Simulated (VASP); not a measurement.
AgRh4: single point with PBE

The system is AgRh4.

```xyz
5
Lattice="4.4783 0.0000 0.0000 0.0000 4.4783 0.0000 0.0000 0.0000 3.5705" Properties=species:S:1:pos:R:3 pbc="T T T"
Ag    2.2391    2.2391    1.7852
Rh    3.6207    3.6207    1.7852
Rh    0.8575    0.8575    1.7852
Rh    0.8575    3.6207    1.7852
Rh    3.6207    0.8575    1.7852
```

The cell was built from a structure type or drawn by symmetry, and may not be a known phase.

```yaml
Program: VASP 6.6.1
Task: single point
Functional: PBE
Potentials_or_basis: VASP PAW PBE potentials, release 64 (Ag, Rh_pv)
Cutoff: 520 eV
k_mesh: 4 × 4 × 6
Occupations: gaussian, width 0.1 eV
Spin: no spin polarisation
Dipole_correction: no
Further_INCAR_settings: ALGO = Normal; EDIFF = 1e-06; NBANDS = 44
```

* Pressure: 327.9 GPa
* Largest force: 34.214 eV/Å
* Band gap on the k mesh: zero (an odd number of electrons rules out a gap without spin polarisation)

Forces in eV/Å, atoms in the order of the input:
```
Ag    0.000   0.000   0.000
Rh  -24.193 -24.193   0.000
Rh   24.193  24.193   0.000
Rh   24.193 -24.193   0.000
Rh  -24.193  24.193   0.000
```

Stress tensor (GPa, compression positive):
```
492.84   0.00   0.00
  0.00 492.84   0.00
  0.00   0.00  -1.92
```

Levels at points of the mesh, in eV from the Fermi level:
```
           k point  band 33  band 34  band 35  band 36  band 37  band 38  band 39  band 40
(0.00, 0.00, 0.00)    -0.33    -0.33    -0.19     1.32     1.69     1.87     4.09     4.62
(0.50, 0.00, 0.00)    -1.58    -1.45    -1.11    -0.74     0.91     1.30     1.75     3.84
(0.50, 0.50, 0.00)    -2.13    -2.13    -0.85    -0.85    -0.83    -0.52     0.29     3.23
(0.00, 0.00, 0.50)    -0.51    -0.51    -0.42     0.13     1.26     4.18     4.49     4.63
(0.50, 0.00, 0.50)    -0.95    -0.91    -0.87     0.06     0.38     0.72     1.14     1.77
(0.50, 0.50, 0.50)    -1.42    -1.42     0.02     0.06     0.72     0.72     1.23     2.27
```

Run time: 34 s on 1 thread of Intel(R) Xeon(R) 6975P-C (Granite Rapids) (shared host), peak memory 0.21 GiB.

Caveat: atoms lie so close that the PAW spheres overlap strongly, which falsifies energies and pressures; the cell stands under pressure; forces of over 1 eV/Å act on the atoms, so gaps and moduli don't describe the material at rest.
